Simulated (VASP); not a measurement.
# Ge (Fd-3m) in VASP: a series of runs, part 2 of 2

VASP 6.6.1.

## (3) Single point, r2SCAN

This run uses another cell than the first one, of 22.82 Å³/atom.

Input file POSCAR:

```
Ge
1.0
    0.0000000000      2.8364010207      2.8364010207
    2.8364010207      0.0000000000      2.8364010207
    2.8364010207      2.8364010207      0.0000000000
Ge
2
Direct
    0.0000000000      0.0000000000      0.0000000000
    0.2500000000      0.2500000000      0.2500000000
```

Input file INCAR.step1:

```
  PREC = Accurate
  ENCUT = 520
  ISMEAR = 0
  SIGMA = 0.02
  LREAL = F
  LASPH = T
  NELM = 60
  NBANDS = 21
  GGA = PE
  ALGO = Normal
  EDIFF = 1E-4
  LWAVE = T
  LCHARG = F
```

Input file INCAR.step2:

```
  PREC = Accurate
  ENCUT = 520
  EDIFF = 1E-6
  ISMEAR = 0
  SIGMA = 0.02
  LREAL = F
  LASPH = T
  NELM = 60
  ALGO = Normal
  ISIF = 2
  LWAVE = F
  LCHARG = F
  METAGGA = R2SCAN
  LMIXTAU = T
  NBANDS = 21
  ISTART = 1
```

Input file KPOINTS:

```
regular mesh
0
Gamma
  10 10 10
```

Potentials or basis: VASP PAW PBE potentials, release 64 (Ge_d).

On the command line:

```bash
$ cat potpaw_PBE.64/Ge_d/POTCAR > POTCAR
$ cp INCAR.step1 INCAR
$ mpirun -np 1 vasp_std > vasp.out
$ cp INCAR.step2 INCAR
$ mpirun -np 1 vasp_std > vasp.out
```

OUTCAR:

```text
PREC = Accurate
   ENCUT = 520
   EDIFF = 1E-6
   ISMEAR = 0
   LREAL = F
   LASPH = T
   NELM = 60
   ISIF = 2
   METAGGA = R2SCAN
   ISTART = 1

 ion  position               nearest neighbor table
   1  0.000  0.000  0.000-   2 2.46   2 2.46   2 2.46   2 2.46
   2  0.250  0.250  0.250-   1 2.46   1 2.46   1 2.46   1 2.46

  LATTYP: Found a face centered cubic cell.
 ALAT       =     5.6728020414

  Lattice vectors:

 A1 = (   0.0000000000,   2.8364010207,   2.8364010207)
 A2 = (   2.8364010207,   0.0000000000,   2.8364010207)
 A3 = (   2.8364010207,   2.8364010207,   0.0000000000)

Analysis of symmetry for initial positions (statically):
=====================================================================
 Subroutine PRICEL returns:
 Original cell was already a primitive cell.

 Routine SETGRP: Setting up the symmetry group for a
 face centered cubic supercell.

 Subroutine GETGRP returns: Found 48 space group operations
 (whereof 24 operations were pure point group operations)
 out of a pool of 48 trial point group operations.

The static configuration has the point symmetry T_d .
 The point group associated with its full space group is O_h .

Analysis of symmetry for dynamics (positions and initial velocities):
=====================================================================
 Subroutine PRICEL returns:
 Original cell was already a primitive cell.

 Routine SETGRP: Setting up the symmetry group for a
 face centered cubic supercell.

 Subroutine GETGRP returns: Found 48 space group operations
 (whereof 24 operations were pure point group operations)
 out of a pool of 48 trial point group operations.

The dynamic configuration has the point symmetry T_d .
 The point group associated with its full space group is O_h .

 Subroutine INISYM returns: Found 48 space group operations
 (whereof 24 operations are pure point group operations),
 and found     1 'primitive' translations

----------------------------------------------------------------------------------------

                                     Primitive cell

  volume of cell :      45.6387

  direct lattice vectors                    reciprocal lattice vectors
     0.000000000  2.836401021  2.836401021    -0.176279728  0.176279728  0.176279728
     2.836401021  0.000000000  2.836401021     0.176279728 -0.176279728  0.176279728
     2.836401021  2.836401021  0.000000000     0.176279728  0.176279728 -0.176279728

  length of vectors
     4.011276792  4.011276792  4.011276792     0.305325445  0.305325445  0.305325445

  position of ions in fractional coordinates (direct lattice)
     0.000000000  0.000000000  0.000000000
     0.250000000  0.250000000  0.250000000

  ion indices of the primitive-cell ions
   primitive index   ion index
                 1           1
                 2           2

----------------------------------------------------------------------------------------

 KPOINTS: regular mesh

Automatic generation of k-mesh.
 Grid dimensions read from file:
 generate k-points for:   10   10   10

 Generating k-lattice:

  Cartesian coordinates                     Fractional coordinates (reciprocal lattice)
    -0.017627973  0.017627973  0.017627973     0.100000000  0.000000000  0.000000000
     0.017627973 -0.017627973  0.017627973     0.000000000  0.100000000  0.000000000
     0.017627973  0.017627973 -0.017627973     0.000000000  0.000000000  0.100000000

  Length of vectors
     0.030532544  0.030532544  0.030532544

  Shift w.r.t. Gamma in fractional coordinates (k-lattice)
     0.000000000  0.000000000  0.000000000

 Subroutine IBZKPT returns following result:
 ===========================================

 Found     47 irreducible k-points:

 Following reciprocal coordinates:
            Coordinates               Weight
  0.000000  0.000000  0.000000      1.000000
  0.100000  0.000000  0.000000      8.000000
  0.200000  0.000000  0.000000      8.000000
  0.300000  0.000000  0.000000      8.000000
  0.400000  0.000000  0.000000      8.000000
  0.500000  0.000000  0.000000      4.000000
[... 16 lines left out ...]
  0.300000  0.300000  0.000000      6.000000
  0.400000  0.300000  0.000000     24.000000
 [... further k-points ...]
   k-points           NKPTS =     47   k-points in BZ     NKDIM =     47   number of bands    NBANDS=     21
   number of dos      NEDOS =    301   number of ions     NIONS =      2
   total plane-waves  NPLWV =  27000
   dimension x,y,z NGX =    30 NGY =   30 NGZ =   30
   dimension x,y,z NGXF=    60 NGYF=   60 NGZF=   60
   ions per type =               2
   NGX,Y,Z   is equivalent  to a cutoff of  12.43, 12.43, 12.43 a.u.
   NGXF,Y,Z  is equivalent  to a cutoff of  24.87, 24.87, 24.87 a.u.
 SYSTEM =  unknown system
   PREC   = accura    normal or accurate (medium, high low for compatibility)
   ISTART =      1    job   : 0-new  1-cont  2-samecut
   ICHARG =      0    charge: 1-file 2-atom 10-const
   ISPIN  =      1    spin polarized calculation?
   LNONCOLLINEAR =      F non collinear calculations
   LSORBIT =      F    spin-orbit coupling
   LASPH  =      T    aspherical Exc in radial PAW
   ENCUT  =  520.0 eV  38.22 Ry    6.18 a.u.   7.46  7.46  7.46*2*pi/ulx,y,z
   NELM   =     60;   NELMIN=  2; NELMDL=  0     # of ELM steps
   EDIFF  = 0.1E-05   stopping-criterion for ELM
   LREAL  =      F    real-space projection
   EDIFFG = 0.1E-04   stopping-criterion for IOM
   NSW    =      0    number of steps for IOM
   IBRION =     -1    ionic relax: 0-MD 1-quasi-New 2-CG
   NFREE  =      0    steps in history (QN), initial steepest desc. (CG)
   ISIF   =      2    stress and relaxation
   ISYM   =      2    0-nonsym 1-usesym 2-fastsym
   POTIM  = 0.5000    time-step for ionic-motion
   TEBEG  =    0.0;   TEEND  =   0.0 temperature during run
   PSTRESS=    0.0 pullay stress
   NELECT =      28.0000    total number of electrons
   NUPDOWN=      -1.0000    fix difference up-down
   EMIN   =  10.00;   EMAX   =-10.00  energy-range for DOS
   EFERMI =   0.00;   METHOD = LEGACY
   ISMEAR =     0;   SIGMA  =   0.02  broadening in eV -4-tet -1-fermi 0-gaus
   EFERMI_NEDOS =   21; number of points for ismear=-14 and -15
   IALGO  =     38    algorithm
   IMIX   =      4    mixing-type and parameters
     AMIX     =   0.40;   BMIX     =  1.00
     AMIX_MAG =   1.60;   BMIX_MAG =  1.00
  volume/ion in A,a.u.               =      22.82       153.99
  Fermi-wavevector in a.u.,A,eV,Ry     =   1.391073  2.628747 26.328412  1.935084
  Thomas-Fermi vector in A             =   2.514947
   LORBIT       =      0    0 simple, 1 ext, 2 COOP (PROOUT), +10 PAW based schemes
   METAGGA = R2SCAN    functional components
   LHFCALC =     F    Hartree Fock is set to
   AEXX    =    0.0000 exact exchange contribution
   IVDW    =     0    specifies the selected vdW correction
   LEPSILON=     F    determine dielectric tensor
   LRPA    =     F    only Hartree local field effects (RPA)
 non-spin polarized calculation
 Gauss-broadening in eV      SIGMA  =   0.02
  energy-cutoff  :      520.00
  volume of cell :       45.64
 maximum number of plane-waves:      1244
 NGX is ok and might be reduce to    30
   NGX = 15   NGY = 15   NGZ = 15

 number of electron      28.0000015 magnetization

 Free energy of the ion-electron system (eV)
  ---------------------------------------------------
  ext. energy  EPLUGINS =         0.00000000
  ---------------------------------------------------
  free energy    TOTEN  =       -27.74254388 eV

  energy without entropy =      -27.74254388  energy(sigma->0) =      -27.74254388

 E-fermi :   4.8609     XC(G=0): -10.7779

 val. band max:        4.7234976475   @ k =   0.0000   0.0000   0.0000
 cond. band min:       5.0506640737   @ k =   0.0000   0.0000   0.0000
 fundamental gap:      0.3271664262
 Fermi energy:         4.8608833771

 k-point     1 :       0.0000    0.0000    0.0000
  band No.  band energies     occupation
      1     -20.7600      2.00000
      2     -20.7600      2.00000
      3     -20.7600      2.00000
      4     -20.7212      2.00000
      5     -20.7212      2.00000
      6     -20.5080      2.00000
[... 13 lines left out ...]
     20      14.6391      0.00000
     21      14.6391      0.00000
[... 529 lines left out ...]
 k-point    24 :       0.4000    0.3000    0.0000
  band No.  band energies     occupation
      1     -20.7942      2.00000
      2     -20.7883      2.00000
      3     -20.7436      2.00000
      4     -20.6557      2.00000
      5     -20.6373      2.00000
      6     -20.6114      2.00000
[... 13 lines left out ...]
     20      17.0249      0.00000
     21      17.0413      0.00000

 [... further k-points ...]

------------------------ aborting loop because EDIFF is reached ----------------------------------------

  FORCE on cell =-STRESS in cart. coord.  units (eV):
  Direction    XX          YY          ZZ          XY          YZ          ZX
  --------------------------------------------------------------------------------------
  -------------------------------------------------------------------------------------
  Total        0.0332062      0.0332062      0.0332062      0.0000000     -0.0000000     -0.0000000
  in kB        1.1657288      1.1657288      1.1657288      0.0000000     -0.0000000     -0.0000000
  external PRESSURE =       1.1657288 kB  Pullay stress =       0.0000000 kB

 VOLUME and BASIS-vectors are now :
 -----------------------------------------------------------------------------
  energy-cutoff  :      520.00
  volume of cell :       45.64
      direct lattice vectors                 reciprocal lattice vectors
     0.000000000  2.836401021  2.836401021    -0.176279728  0.176279728  0.176279728
     2.836401021  0.000000000  2.836401021     0.176279728 -0.176279728  0.176279728
     2.836401021  2.836401021  0.000000000     0.176279728  0.176279728 -0.176279728

 POSITION                                       TOTAL-FORCE (eV/Angst)
 -----------------------------------------------------------------------------------
      0.00000      0.00000      0.00000         0.000000      0.000000      0.000000
      1.41820      1.41820      1.41820        -0.000000     -0.000000     -0.000000
 -----------------------------------------------------------------------------------
    total drift:                                0.000000     -0.000000      0.000000

  FREE ENERGIE OF THE ION-ELECTRON SYSTEM (eV)
  ---------------------------------------------------
  free  energy   TOTEN  =       -27.7425438843 eV

  energy  without entropy=      -27.7425438843  energy(sigma->0) =      -27.74254388
```

OUTCAR.step1:

```text
PREC = Accurate
   ENCUT = 520
   ISMEAR = 0
   LREAL = F
   LASPH = T
[... 799 lines left out ...]
 -----------------------------------------------------------------------------------
      0.00000      0.00000      0.00000        -0.000000     -0.000000     -0.000000
      1.41820      1.41820      1.41820         0.000000      0.000000      0.000000
 -----------------------------------------------------------------------------------
    total drift:                                0.000000      0.000000      0.000000

  FREE ENERGIE OF THE ION-ELECTRON SYSTEM (eV)
  ---------------------------------------------------
  free  energy   TOTEN  =        -9.0140981827 eV

  energy  without entropy=       -9.0140672577  energy(sigma->0) =       -9.01408272
```

Run time: 69 s. Hardware: 1 thread of Intel Xeon 6975P-C (Granite Rapids), shared host; peak memory 0.18 GiB.

Results:

| Item | Value |
| --- | --- |
| Free energy | -27.7425 eV |
| Pressure | 0.1 GPa |
| Band gap on the k mesh | 0.33 eV |

Levels at points of the mesh, in eV from the valence-band top:
| k point | band 11 | band 12 | band 13 | band 14 | band 15 | band 16 | band 17 | band 18 |
| --- | --- | --- | --- | --- | --- | --- | --- | --- |
| (0.00, 0.00, 0.00) | -13.24 | 0.00 | 0.00 | 0.00 | 0.33 | 2.71 | 2.71 | 2.71 |
| (0.50, 0.00, 0.00) | -11.07 | -7.83 | -1.47 | -1.47 | 0.42 | 3.99 | 3.99 | 7.65 |
| (0.50, 0.50, 0.00) | -9.19 | -9.19 | -3.20 | -3.20 | 0.98 | 0.98 | 10.04 | 10.04 |

Caveat: semilocal functionals underestimate gaps, and a narrow one can read as zero; the PAW data sets were made with another functional, which shifts forces and pressure a little. A k mesh can miss the band edges.
